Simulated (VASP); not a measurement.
PtSe:

```xyz
2
Lattice="0.0000 3.0374 3.0374 3.0374 0.0000 3.0374 3.0374 3.0374 0.0000" Properties=species:S:1:pos:R:3 pbc="T T T"
Pt    0.0000    0.0000    0.0000
Se    1.5187    1.5187    1.5187
```

Base run:

```yaml
Program: VASP 6.6.1
Functional: r2SCAN
Potentials_or_basis: VASP PAW PBE potentials, release 64 (Pt, Se)
Cutoff: 520 eV
k_mesh: 8 × 8 × 8
Occupations: fermi-dirac, width 0.05 eV
Spin: no spin polarisation
Hubbard_terms: Pt d U = 8.0 eV
```

Its results: band gap on the k mesh zero (bands 8 and 9 overlap by 2.62 eV); pressure -15.7 GPa.

Question: The run is repeated on the same cell with these changes: hubbard terms from Pt d U = 8.0 eV to Pt d U = 2.0 eV. What comes out?

Answer: Band gap on the k mesh zero (bands 8 and 9 overlap by 2.68 eV); pressure -13.9 GPa.

Caveats: the cell stands under tension; the PAW data sets were made with another functional, which shifts forces and pressure a little; spin-orbit coupling is left out, which moves the levels of the heavy elements; U without spin polarisation on a metal has little footing.
